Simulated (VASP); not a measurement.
# BeGa17N18 (a cell with a defect) in VASP: single point with LDA

Aim: the single point of BeGa17N18 (a cell with a defect) with LDA.

Program: VASP 6.6.1. These are calculated values, not measurements. Logs are shortened: lines on timing, memory, paths and dates and some standing lists are left out, and cuts for length are marked.

### Step 1. The cell of the first run

The cell holds a defect, 36 atoms: a = 7.497 Å, b = 7.497 Å, c = 7.497 Å, α = 78.19°, β = 78.19°, γ = 78.19°.

### Step 2. Single point, LDA

File INCAR:

```
  ALGO = Normal
  EDIFF = 1E-6
  ENCUT = 520
  GGA_COMPAT = False
  ISIF = 2
  ISMEAR = 0
  LASPH = True
  LCHARG = False
  LREAL = Auto
  LWAVE = False
  NBANDS = 180
  NELECT = 314.0
  NELM = 120
  PREC = Accurate
  SIGMA = 0.01
```

File KPOINTS:

```
Automatic mesh
0
Gamma
  2 2 2
  0.5 0.5 0.5
```

File POSCAR:

```
BeGa17N18
1.0
   -4.7276984380     -2.7295379658      5.1384824325
    4.7276984380     -2.7295379658      5.1384824325
    0.0000000000      5.4590759316      5.1384824325
Be Ga N
1 17 18
Direct
    0.6112076281      0.6124778895      0.2777586060
    0.6105650746      0.2821246604      0.6053185243
    0.2809853483      0.9399446701      0.2771828072
    0.9387030976      0.2821249825      0.2771906883
    0.2808984339      0.6118672182      0.6052813442
    0.6106413837      0.9399441822      0.9475243953
    0.2772342587      0.2784642609      0.9437418475
    0.9427888910      0.9442008550      0.6093562286
    0.9386823416      0.6118951766      0.9474628321
    0.8837674790      0.5581689896      0.5503472058
    0.8873227777      0.2227726945      0.8881393522
    0.5570202623      0.8850177290      0.5503708722
    0.2215952113      0.2227646701      0.5538889212
    0.5567624280      0.5581463675      0.8941868211
    0.8838166978      0.8850220206      0.2234761030
    0.5568470519      0.2289259003      0.2233723653
    0.2215372164      0.8887379795      0.8880679522
    0.2276052726      0.5581645981      0.2233620427
    0.7287435835      0.7299738628      0.3952285625
    0.7350737392      0.4046845325      0.7369560140
    0.4034796191      0.0715946815      0.4016995230
    0.0703963724      0.4046757188      0.4016538877
    0.4033456735      0.7364200262      0.7368886966
    0.7351382610      0.0715788041      0.0699893024
    0.4017970037      0.4031213188      0.0684088103
    0.0687630579      0.0700893800      0.7353145373
    0.0703507836      0.7363962664      0.0698463521
    0.6768385942      0.3644627667      0.3434244952
    0.6791549769      0.0146303627      0.6800984900
    0.3632518866      0.6780654447      0.3433740396
    0.0135611805      0.0146456412      0.3456870041
    0.3464879297      0.3477901492      0.6802612076
    0.6767715563      0.6780302793      0.0298114759
    0.3465366515      0.0149556707      0.0130739372
    0.0134216600      0.6803962118      0.6799967475
    0.0136876637      0.3477960281      0.0130871339
```

Potentials or basis: VASP PAW LDA potentials, release 64 (Be, Ga_d, N).

On the command line:

```console
$ cat potpaw_LDA.64/Be/POTCAR potpaw_LDA.64/Ga_d/POTCAR potpaw_LDA.64/N/POTCAR > POTCAR
$ mpirun -np 1 vasp_std > vasp.out
```

OUTCAR:

```text
EDIFF = 1E-6
   ENCUT = 520
   ISIF = 2
   ISMEAR = 0
   LASPH = True
   LREAL = Auto
   NELECT = 314.0
   NELM = 120
   PREC = Accurate

 ion  position               nearest neighbor table
   1  0.611  0.612  0.278-  19 1.81  33 1.81  30 1.81  28 1.81
   2  0.611  0.282  0.605-  28 1.93  32 1.93  20 1.95  29 1.96
   3  0.281  0.940  0.277-  30 1.93  34 1.93  21 1.95  31 1.96
   4  0.939  0.282  0.277-  28 1.93  36 1.93  22 1.95  31 1.96
   5  0.281  0.612  0.605-  30 1.93  32 1.93  23 1.95  35 1.96
   6  0.611  0.940  0.948-  33 1.93  34 1.93  24 1.95  29 1.96
[... 28 lines left out ...]
  35  0.013  0.680  0.680-   8 1.93   9 1.96   5 1.96  10 1.96
  36  0.014  0.348  0.013-   7 1.93   9 1.93   4 1.93  11 1.93

  LATTYP: Found a trigonal (rhomboedric) cell.
 ALAT       =     7.4970335291
 COS(alpha) =     0.2046640328

  Lattice vectors:

 A1 = (  -4.7276984380,  -2.7295379658,   5.1384824325)
 A2 = (   4.7276984380,  -2.7295379658,   5.1384824325)
 A3 = (   0.0000000000,   5.4590759316,   5.1384824325)

Analysis of symmetry for initial positions (statically):
=====================================================================
 Subroutine PRICEL returns:
 Original cell was already a primitive cell.

 Routine SETGRP: Setting up the symmetry group for a
 trigonal (rhombohedral) supercell.

 Subroutine GETGRP returns: Found  1 space group operations
 (whereof  1 operations were pure point group operations)
 out of a pool of 12 trial point group operations.

The static configuration has the point symmetry C_1 .

Analysis of symmetry for dynamics (positions and initial velocities):
=====================================================================
 Subroutine PRICEL returns:
 Original cell was already a primitive cell.

 Routine SETGRP: Setting up the symmetry group for a
 trigonal (rhombohedral) supercell.

 Subroutine GETGRP returns: Found  1 space group operations
 (whereof  1 operations were pure point group operations)
 out of a pool of 12 trial point group operations.

The dynamic configuration has the point symmetry C_1 .

 Subroutine INISYM returns: Found  1 space group operations
 (whereof  1 operations are pure point group operations),
 and found     1 'primitive' translations

----------------------------------------------------------------------------------------

                                     Primitive cell

  volume of cell :     397.8552

  direct lattice vectors                    reciprocal lattice vectors
    -4.727698438 -2.729537966  5.138482433    -0.105759707 -0.061060395  0.064869996
     4.727698438 -2.729537966  5.138482433     0.105759707 -0.061060395  0.064869996
     0.000000000  5.459075932  5.138482433     0.000000000  0.122120790  0.064869996

  length of vectors
     7.497033529  7.497033529  7.497033529     0.138280887  0.138280887  0.138280887

  position of ions in fractional coordinates (direct lattice)
     0.611207628  0.612477889  0.277758606
     0.610565075  0.282124660  0.605318524
     0.280985348  0.939944670  0.277182807
     0.938703098  0.282124983  0.277190688
     0.280898434  0.611867218  0.605281344
     0.610641384  0.939944182  0.947524395
[... 28 lines left out ...]
     0.013421660  0.680396212  0.679996747
     0.013687664  0.347796028  0.013087134

  ion indices of the primitive-cell ions
   primitive index   ion index
                 1           1
                 2           2
                 3           3
                 4           4
                 5           5
                 6           6
[... 28 lines left out ...]
                35          35
                36          36

----------------------------------------------------------------------------------------

 KPOINTS: Automatic mesh

Automatic generation of k-mesh.
 Grid dimensions read from file:
 generate k-points for:    2    2    2

 Generating k-lattice:

  Cartesian coordinates                     Fractional coordinates (reciprocal lattice)
    -0.052879853 -0.030530198  0.032434998     0.500000000  0.000000000  0.000000000
     0.052879853 -0.030530198  0.032434998     0.000000000  0.500000000  0.000000000
     0.000000000  0.061060395  0.032434998     0.000000000  0.000000000  0.500000000

  Length of vectors
     0.069140444  0.069140444  0.069140444

  Shift w.r.t. Gamma in fractional coordinates (k-lattice)
     0.500000000  0.500000000  0.500000000

 Subroutine IBZKPT returns following result:
 ===========================================

 Found      4 irreducible k-points:

 Following reciprocal coordinates:
            Coordinates               Weight
  0.250000  0.250000  0.250000      2.000000
 -0.250000  0.250000  0.250000      2.000000
  0.250000 -0.250000  0.250000      2.000000
  0.250000  0.250000 -0.250000      2.000000
   k-points           NKPTS =      4   k-points in BZ     NKDIM =      4   number of bands    NBANDS=    180
   number of dos      NEDOS =    301   number of ions     NIONS =     36
   total plane-waves  NPLWV = 175616
   dimension x,y,z NGX =    56 NGY =   56 NGZ =   56
   dimension x,y,z NGXF=   112 NGYF=  112 NGZF=  112
   ions per type =               1  17  18
   NGX,Y,Z   is equivalent  to a cutoff of  12.42, 12.42, 12.42 a.u.
   NGXF,Y,Z  is equivalent  to a cutoff of  24.84, 24.84, 24.84 a.u.
 SYSTEM =  unknown system
   PREC   = accura    normal or accurate (medium, high low for compatibility)
   ISTART =      0    job   : 0-new  1-cont  2-samecut
   ICHARG =      2    charge: 1-file 2-atom 10-const
   ISPIN  =      1    spin polarized calculation?
   LNONCOLLINEAR =      F non collinear calculations
   LSORBIT =      F    spin-orbit coupling
   LASPH  =      T    aspherical Exc in radial PAW
   ENCUT  =  520.0 eV  38.22 Ry    6.18 a.u.  13.94 13.94 13.94*2*pi/ulx,y,z
   NELM   =    120;   NELMIN=  2; NELMDL= -5     # of ELM steps
   EDIFF  = 0.1E-05   stopping-criterion for ELM
   LREAL  =      T    real-space projection
   EDIFFG = 0.1E-04   stopping-criterion for IOM
   NSW    =      0    number of steps for IOM
   IBRION =     -1    ionic relax: 0-MD 1-quasi-New 2-CG
   NFREE  =      0    steps in history (QN), initial steepest desc. (CG)
   ISIF   =      2    stress and relaxation
   ISYM   =      2    0-nonsym 1-usesym 2-fastsym
   POTIM  = 0.5000    time-step for ionic-motion
   TEBEG  =    0.0;   TEEND  =   0.0 temperature during run
   PSTRESS=    0.0 pullay stress
   NELECT =     314.0000    total number of electrons
   NUPDOWN=      -1.0000    fix difference up-down
   EMIN   =  10.00;   EMAX   =-10.00  energy-range for DOS
   EFERMI =   0.00;   METHOD = LEGACY
   ISMEAR =     0;   SIGMA  =   0.01  broadening in eV -4-tet -1-fermi 0-gaus
   EFERMI_NEDOS =   21; number of points for ismear=-14 and -15
   IALGO  =     38    algorithm
   IMIX   =      4    mixing-type and parameters
     AMIX     =   0.40;   BMIX     =  1.00
     AMIX_MAG =   1.60;   BMIX_MAG =  1.00
  volume/ion in A,a.u.               =      11.05        74.58
  Fermi-wavevector in a.u.,A,eV,Ry     =   1.512898  2.858963 31.141844  2.288861
  Thomas-Fermi vector in A             =   2.622761
   LORBIT       =      0    0 simple, 1 ext, 2 COOP (PROOUT), +10 PAW based schemes
   GGA     = CA    functional components
   LHFCALC =     F    Hartree Fock is set to
   AEXX    =    0.0000 exact exchange contribution
   IVDW    =     0    specifies the selected vdW correction
   LEPSILON=     F    determine dielectric tensor
   LRPA    =     F    only Hartree local field effects (RPA)
 non-spin polarized calculation
 Gauss-broadening in eV      SIGMA  =   0.01
  energy-cutoff  :      520.00
  volume of cell :      397.86
 maximum number of plane-waves:     10720
   NGX = 27   NGY = 27   NGZ = 27

 number of electron     314.0000015 magnetization

 Free energy of the ion-electron system (eV)
  ---------------------------------------------------
  ext. energy  EPLUGINS =         0.00000000
  ---------------------------------------------------
  free energy    TOTEN  =      -245.60188372 eV

  energy without entropy =     -245.60188372  energy(sigma->0) =     -245.60188372

 E-fermi :   5.2158     XC(G=0): -12.1962

 val. band max:        5.1312206126   @ k =   0.2500   0.2500   0.2500
 cond. band min:       8.5472691067   @ k =   0.2500   0.2500   0.2500
 fundamental gap:      3.4160484941
 Fermi energy:         5.2158101341

 k-point     1 :       0.2500    0.2500    0.2500
  band No.  band energies     occupation
      1     -10.6347      2.00000
      2     -10.0847      2.00000
      3     -10.0749      2.00000
      4     -10.0743      2.00000
      5      -9.9873      2.00000
      6      -9.8999      2.00000
[... 161 lines left out ...]
    168      10.5624      0.00000
    169      10.9551      0.00000

 k-point     2 :      -0.2500    0.2500    0.2500
  band No.  band energies     occupation
      1     -10.5373      2.00000
      2     -10.1840      2.00000
      3     -10.0950      2.00000
      4     -10.0837      2.00000
      5      -9.9746      2.00000
      6      -9.9109      2.00000
[... 161 lines left out ...]
    168      10.8637      0.00000
    169      10.9916      0.00000

 k-point     3 :       0.2500   -0.2500    0.2500
  band No.  band energies     occupation
      1     -10.5374      2.00000
      2     -10.1837      2.00000
      3     -10.0954      2.00000
      4     -10.0834      2.00000
      5      -9.9748      2.00000
      6      -9.9109      2.00000
[... 161 lines left out ...]
    168      10.8637      0.00000
    169      10.9916      0.00000

 k-point     4 :       0.2500    0.2500   -0.2500
  band No.  band energies     occupation
      1     -10.5373      2.00000
      2     -10.1837      2.00000
      3     -10.0957      2.00000
      4     -10.0833      2.00000
      5      -9.9744      2.00000
      6      -9.9115      2.00000
[... 161 lines left out ...]
    168      10.8635      0.00000
    169      10.9911      0.00000
 [bands above 169 left out]

------------------------ aborting loop because EDIFF is reached ----------------------------------------

  FORCE on cell =-STRESS in cart. coord.  units (eV):
  Direction    XX          YY          ZZ          XY          YZ          ZX
  --------------------------------------------------------------------------------------
  -------------------------------------------------------------------------------------
  Total        4.6714394      4.6745509      4.6099373      0.0144600      0.0000352     -0.0032545
  in kB       18.8120564     18.8245862     18.5643852      0.0582309      0.0001417     -0.0131058
  external PRESSURE =      18.7336760 kB  Pullay stress =       0.0000000 kB

 VOLUME and BASIS-vectors are now :
 -----------------------------------------------------------------------------
  energy-cutoff  :      520.00
  volume of cell :      397.86
      direct lattice vectors                 reciprocal lattice vectors
    -4.727698438 -2.729537966  5.138482433    -0.105759707 -0.061060395  0.064869996
     4.727698438 -2.729537966  5.138482433     0.105759707 -0.061060395  0.064869996
     0.000000000  5.459075932  5.138482433     0.000000000  0.122120790  0.064869996

 POSITION                                       TOTAL-FORCE (eV/Angst)
 -----------------------------------------------------------------------------------
      0.00601     -1.82379      7.71514        -0.000731      0.001509     -0.011254
     -1.55277      0.86785      7.69749        -0.001528      0.004707      0.004391
      3.11536     -1.81941      7.69803         0.007524     -0.000796      0.004692
     -3.10410     -1.81909      7.69754        -0.011249     -0.006101      0.008908
      1.56472      0.86744      7.69769         0.007017      0.007261     -0.003269
      1.55684      0.94023     12.83649         0.006157     -0.004127     -0.003337
[... 28 lines left out ...]
      3.15325      1.81835      7.05932         0.000186     -0.000647      0.006593
      1.57956     -0.91524      1.92473        -0.007425     -0.001334     -0.004778
 -----------------------------------------------------------------------------------
    total drift:                               -0.012385      0.009831      0.012933

  FREE ENERGIE OF THE ION-ELECTRON SYSTEM (eV)
  ---------------------------------------------------
  free  energy   TOTEN  =      -245.6018837179 eV

  energy  without entropy=     -245.6018837179  energy(sigma->0) =     -245.60188372
```

Wall time 16 min (1 thread of Intel Xeon 8259CL, shared host); peak memory 0.45 GiB.

Results:

* Free energy: -245.6019 eV
* Largest force: 0.051 eV/Å

Forces in eV/Å, atoms in the order of the input:
```
Be  -0.001  0.002 -0.011
Ga  -0.002  0.005  0.004
Ga   0.008 -0.001  0.005
Ga  -0.011 -0.006  0.009
Ga   0.007  0.007 -0.003
Ga   0.006 -0.004 -0.003
Ga   0.005  0.003 -0.007
Ga  -0.019  0.006  0.002
Ga  -0.012 -0.009 -0.005
Ga  -0.002 -0.003  0.001
Ga  -0.002 -0.007  0.009
Ga   0.001  0.000 -0.007
Ga   0.008  0.007  0.004
Ga  -0.002  0.006  0.022
Ga  -0.001  0.003  0.001
Ga   0.005  0.000  0.022
Ga   0.000  0.000 -0.006
Ga  -0.007  0.000  0.018
N    0.001  0.003 -0.049
N   -0.002  0.000 -0.011
N    0.000 -0.003 -0.008
N    0.001  0.003 -0.009
N   -0.002 -0.001 -0.002
N    0.004  0.000 -0.005
N   -0.003 -0.002 -0.008
N    0.002  0.000  0.000
N    0.001  0.004  0.004
N    0.045 -0.024  0.005
N    0.013 -0.004  0.004
N   -0.044 -0.025  0.008
N    0.009 -0.006  0.001
N   -0.004  0.004 -0.002
N    0.002  0.049  0.014
N    0.004 -0.003  0.002
N    0.000 -0.001  0.007
N   -0.007 -0.001 -0.005
```

Caveat: the cell carries a net charge on a neutralising background, which shifts energy and pressure; the cell is charged against a uniform background, so pressure and absolute levels hang on convention.
